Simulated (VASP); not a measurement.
# SnO2 (Pnnm) in VASP: a series of runs, part 2 of 3

VASP 6.6.1.

### Step 3. Single point, PBEsol

File INCAR:

```
PREC = Accurate
ENCUT = 520
EDIFF = 1E-7
ISMEAR = 0
SIGMA = 0.02
LREAL = F
LASPH = T
NELM = 60
ALGO = Normal
ISIF = 2
LWAVE = F
LCHARG = F
GGA = PS
NBANDS = 35
```

File KPOINTS:

```
regular mesh
0
Gamma
  6 6 8
```

File POSCAR:

```
SnO2
1.0
    4.4825381852      0.0000000000      0.0000000000
    0.0000000000      4.4838618572      0.0000000000
    0.0000000000      0.0000000000      3.3845102212
Sn O
2 4
Direct
    0.5000000000      0.5000000000      0.5000000000
    0.0000000000      0.0000000000      0.0000000000
    0.3091881029      0.3093650079      0.0000000000
    0.8091881029      0.1906349921      0.5000000000
    0.1908118971      0.8093650079      0.5000000000
    0.6908118971      0.6906349921      0.0000000000
```

Potentials or basis: VASP PAW PBE potentials, release 64 (Sn_d, O).

Launch:

```console
$ cat potpaw_PBE.64/Sn_d/POTCAR potpaw_PBE.64/O/POTCAR > POTCAR
$ mpirun -np 1 vasp_std > vasp.out
```

OUTCAR:

```text
PREC = Accurate
   ENCUT = 520
   EDIFF = 1E-7
   ISMEAR = 0
   LREAL = F
   LASPH = T
   NELM = 60
   ISIF = 2
   GGA = PS

 ion  position               nearest neighbor table
   1  0.500  0.500  0.500-   4 1.96   5 1.96   3 2.08   6 2.08   3 2.08   6 2.08   2 3.59   2 3.59
                             2 3.59   2 3.59   2 3.59   2 3.59   2 3.59   2 3.59
   2  0.000  0.000  0.000-   3 1.96   6 1.96   5 2.08   4 2.08   4 2.08   5 2.08   1 3.59   1 3.59
                             1 3.59   1 3.59   1 3.59   1 3.59   1 3.59   1 3.59
   3  0.309  0.309  0.000-   2 1.96   1 2.08   1 2.08
   4  0.809  0.191  0.500-   1 1.96   2 2.08   2 2.08
   5  0.191  0.809  0.500-   1 1.96   2 2.08   2 2.08
   6  0.691  0.691  0.000-   2 1.96   1 2.08   1 2.08

  LATTYP: Found a simple orthorhombic cell.
 ALAT       =     3.3845102212
 B/A-ratio  =     1.3244274333
 C/A-ratio  =     1.3248185303

  Lattice vectors:

 A1 = (   0.0000000000,   0.0000000000,   3.3845102212)
 A2 = (   4.4825381852,   0.0000000000,   0.0000000000)
 A3 = (   0.0000000000,   4.4838618572,   0.0000000000)

Analysis of symmetry for initial positions (statically):
=====================================================================
 Subroutine PRICEL returns:
 Original cell was already a primitive cell.

 Routine SETGRP: Setting up the symmetry group for a
 simple orthorhombic supercell.

 Subroutine GETGRP returns: Found  8 space group operations
 (whereof  4 operations were pure point group operations)
 out of a pool of  8 trial point group operations.

The static configuration has the point symmetry C_2h.
 The point group associated with its full space group is D_2h.

Analysis of symmetry for dynamics (positions and initial velocities):
=====================================================================
 Subroutine PRICEL returns:
 Original cell was already a primitive cell.

 Routine SETGRP: Setting up the symmetry group for a
 simple orthorhombic supercell.

 Subroutine GETGRP returns: Found  8 space group operations
 (whereof  4 operations were pure point group operations)
 out of a pool of  8 trial point group operations.

The dynamic configuration has the point symmetry C_2h.
 The point group associated with its full space group is D_2h.

[... 128 lines left out ...]
  Fermi-wavevector in a.u.,A,eV,Ry     =   1.496874  2.828682 30.485648  2.240632
  Thomas-Fermi vector in A             =   2.608834
   LORBIT       =      0    0 simple, 1 ext, 2 COOP (PROOUT), +10 PAW based schemes
   GGA     = PS    functional components
   LHFCALC =     F    Hartree Fock is set to
   AEXX    =    0.0000 exact exchange contribution
   IVDW    =     0    specifies the selected vdW correction
   LEPSILON=     F    determine dielectric tensor
   LRPA    =     F    only Hartree local field effects (RPA)
 non-spin polarized calculation
 Gauss-broadening in eV      SIGMA  =   0.02
  energy-cutoff  :      520.00
  volume of cell :       68.03
 maximum number of plane-waves:      1865
 NGX is ok and might be reduce to    36
   NGX = 17   NGY = 17   NGZ = 13

 number of electron      52.0000001 magnetization

 Free energy of the ion-electron system (eV)
  ---------------------------------------------------
  ext. energy  EPLUGINS =         0.00000000
  ---------------------------------------------------
  free energy    TOTEN  =       -39.12296172 eV

  energy without entropy =      -39.12296172  energy(sigma->0) =      -39.12296172

 E-fermi :   6.6802     XC(G=0): -11.8607

 val. band max:        6.5914149098   @ k =   0.0000   0.0000   0.0000
 cond. band min:       8.0888374779   @ k =   0.0000   0.0000   0.0000
 fundamental gap:      1.4974225681
 Fermi energy:         6.6802210820

 k-point     1 :       0.0000    0.0000    0.0000
  band No.  band energies     occupation
      1     -14.4488      2.00000
      2     -13.4872      2.00000
      3     -13.3072      2.00000
      4     -13.2238      2.00000
      5     -13.1896      2.00000
      6     -13.1896      2.00000
[... 901 lines left out ...]
     34      18.9560      0.00000
     35      19.7812      0.00000

 [... further k-points ...]
[... 5 lines left out ...]
  --------------------------------------------------------------------------------------
  -------------------------------------------------------------------------------------
  Total        8.8474525      8.8427019      0.3858111      0.0000000      0.0000000      0.0000000
  in kB      208.3803523    208.2684654      9.0868472      0.0000000      0.0000000      0.0000000
  external PRESSURE =     141.9118883 kB  Pullay stress =       0.0000000 kB

 VOLUME and BASIS-vectors are now :
 -----------------------------------------------------------------------------
  energy-cutoff  :      520.00
  volume of cell :       68.03
      direct lattice vectors                 reciprocal lattice vectors
     4.482538185  0.000000000  0.000000000     0.223087893  0.000000000  0.000000000
     0.000000000  4.483861857  0.000000000     0.000000000  0.223022036  0.000000000
     0.000000000  0.000000000  3.384510221     0.000000000  0.000000000  0.295463726

 POSITION                                       TOTAL-FORCE (eV/Angst)
 -----------------------------------------------------------------------------------
      2.24127      2.24193      1.69226        -0.000000      0.000000      0.000000
      0.00000      0.00000      0.00000        -0.000000      0.000000      0.000000
      1.38595      1.38715      0.00000         0.002932      0.003068     -0.000000
      3.62722      0.85478      1.69226         0.002932     -0.003068     -0.000000
      0.85532      3.62908      1.69226        -0.002932      0.003068      0.000000
      3.09659      3.09671      0.00000        -0.002932     -0.003068      0.000000
 -----------------------------------------------------------------------------------
    total drift:                               -0.000000      0.000000     -0.000000

  FREE ENERGIE OF THE ION-ELECTRON SYSTEM (eV)
  ---------------------------------------------------
  free  energy   TOTEN  =       -39.1229617215 eV

  energy  without entropy=      -39.1229617215  energy(sigma->0) =      -39.12296172
```

OSZICAR:

```text
N       E                     dE             d eps       ncg     rms          rms(c)
DAV:   1     0.629889267492E+03    0.62989E+03   -0.25648E+04  6322   0.236E+03
DAV:   2     0.529397469048E+02   -0.57695E+03   -0.54367E+03  6032   0.612E+02
DAV:   3    -0.402081216637E+02   -0.93148E+02   -0.91529E+02  6057   0.206E+02
DAV:   4    -0.447682399441E+02   -0.45601E+01   -0.45290E+01  7032   0.489E+01
DAV:   5    -0.448865573745E+02   -0.11832E+00   -0.11818E+00  7087   0.828E+00    0.156E+01
DAV:   6    -0.391168356613E+02    0.57697E+01   -0.15456E+01  8989   0.621E+01    0.630E+00
DAV:   7    -0.391834933891E+02   -0.66658E-01   -0.19065E+00  6339   0.778E+00    0.324E+00
DAV:   8    -0.391337646386E+02    0.49729E-01   -0.18807E-01  8070   0.457E+00    0.710E-01
DAV:   9    -0.391224936527E+02    0.11271E-01   -0.36755E-02  9027   0.341E+00    0.130E-01
DAV:  10    -0.391228998013E+02   -0.40615E-03   -0.39562E-03  6506   0.479E-01    0.573E-02
DAV:  11    -0.391229622230E+02   -0.62422E-04   -0.18921E-04  8123   0.102E-01    0.168E-02
DAV:  12    -0.391229634627E+02   -0.12397E-05   -0.13636E-05  7019   0.287E-02    0.949E-03
DAV:  13    -0.391229618557E+02    0.16070E-05   -0.53220E-06  7890   0.422E-02    0.134E-03
DAV:  14    -0.391229617447E+02    0.11104E-06   -0.72460E-07  6983   0.663E-03    0.968E-04
DAV:  15    -0.391229617215E+02    0.23128E-07   -0.20058E-08  3673   0.167E-03
   1 F= -.39122962E+02 E0= -.39122962E+02  d E =-.107242E-12
```

Run time: 2.5 min. Hardware: 1 thread of AMD EPYC 9R14 (Zen 4), shared host; peak memory 0.25 GiB.

What came out:

* Free energy: -39.1230 eV
* Pressure: 14.2 GPa
* Largest force: 0.004 eV/Å
* Band gap on the k mesh: 1.50 eV

Forces in eV/Å, atoms in the order of the input:
```
Sn   0.000  0.000  0.000
Sn   0.000  0.000  0.000
O    0.003  0.003  0.000
O    0.003 -0.003  0.000
O   -0.003  0.003  0.000
O   -0.003 -0.003  0.000
```

Levels at points of the mesh, in eV from the valence-band top:
```tsv
k point	band 22	band 23	band 24	band 25	band 26	band 27	band 28	band 29	band 30	band 31
(0.00, 0.00, 0.00)	-1.36	-1.36	-0.64	-0.64	0.00	1.50	5.39	5.72	5.72	9.79
(0.50, 0.00, 0.00)	-1.91	-1.29	-1.29	-0.55	-0.55	4.80	4.80	6.50	6.50	11.99
(0.00, 0.50, 0.00)	-1.91	-1.29	-1.29	-0.55	-0.55	4.80	4.80	6.50	6.50	11.99
(0.50, 0.50, 0.00)	-2.08	-1.50	-1.50	-0.63	-0.63	4.88	4.88	7.35	7.35	11.58
(0.00, 0.00, 0.50)	-2.41	-1.79	-1.79	-1.24	-1.24	6.55	6.55	9.64	9.64	10.16
(0.50, 0.00, 0.50)	-1.75	-1.01	-1.01	-0.30	-0.30	7.06	7.06	8.73	8.73	10.47
(0.00, 0.50, 0.50)	-1.75	-1.02	-1.02	-0.30	-0.30	7.06	7.06	8.73	8.73	10.47
(0.50, 0.50, 0.50)	-1.95	-0.87	-0.87	-0.62	-0.62	5.50	5.50	8.97	8.97	10.41
```

Caveat: the cell stands under pressure; the PAW data sets were made with another functional, which shifts forces and pressure a little; spin-orbit coupling is left out, which moves the levels of the heavy elements.

[end of part 2 of 3]
